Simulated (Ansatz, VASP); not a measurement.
## RbGe: VASP beside Ansatz

File INCAR:

```
SYSTEM = RbGe
PREC = Accurate
ENCUT = 520
EDIFF = 1E-6
ISMEAR = 1
SIGMA = 0.15
LREAL = .FALSE.
LASPH = .TRUE.
NELM = 80
ALGO = Normal
ISIF = 2
LWAVE = .FALSE.
LCHARG = .TRUE.
LELF = .TRUE.
LVHAR = .TRUE.
NBANDS = 18
```

File KPOINTS:

```
regular mesh
0
G
  6 6 6
  0 0 0
```

File POSCAR:

```
RbGe
1.0
    0.0000000000      3.5930720000      3.5930720000
    3.5930720000      0.0000000000      3.5930720000
    3.5930720000      3.5930720000      0.0000000000
Rb Ge
1 1
Direct
    0.0000000000      0.0000000000      0.0000000000
    0.5000000000      0.5000000000      0.5000000000
```

Input for Ansatz:

```yaml
crystal:
  lattice:
    - [0.0, 3.593072, 3.593072]
    - [3.593072, 0.0, 3.593072]
    - [3.593072, 3.593072, 0.0]
  atoms:
    - { symbol: Rb, position: [0.0, 0.0, 0.0] }
    - { symbol: Ge, position: [0.5, 0.5, 0.5] }
kpoints:
  mp_grid:
    grid: [6, 6, 6]
hamiltonian:
  xc: lda
  pseudopotentials:
    kind: paw
scf:
  max_iter: 100
  self_checks: low
  mixing:
    algorithm: broyden
    preconditioner: kerker
  occupations:
    method: cold
    width: 0.15
  eigensolver:
    kind: davidson
    mixed_precision: false
output:
  forces: true
  stress: true
  eigenvalues: true
```

Alike in both runs: task single point; functional LDA; k mesh 6 × 6 × 6; no spin polarisation.

|  | VASP | Ansatz |
| --- | --- | --- |
| version | VASP 6.6.1 | Ansatz 0.2.0 |
| potentials or method | VASP PAW LDA potentials, release 64 (Rb_sv, Ge_d) | plane waves, PAW |
| plane-wave cutoff (eV) | 520 | 420 |
| occupations | methfessel-paxton of order 1, width 0.15 eV | cold, width 0.15 eV |
| valence electrons in the cell | 23 | 23 |

|  | VASP | Ansatz | Ansatz less VASP |
| --- | --- | --- | --- |
| gap on the k mesh at the Fermi level (eV) | none | none | - |
| pressure (GPa) | -1.4 | -1.4 | -0.02 |

LDA's correlation is that of Perdew and Zunger in VASP and of Perdew and Wang (1992) in Ansatz. A gap of «none» marks a metal or a gap that the smearing closes.
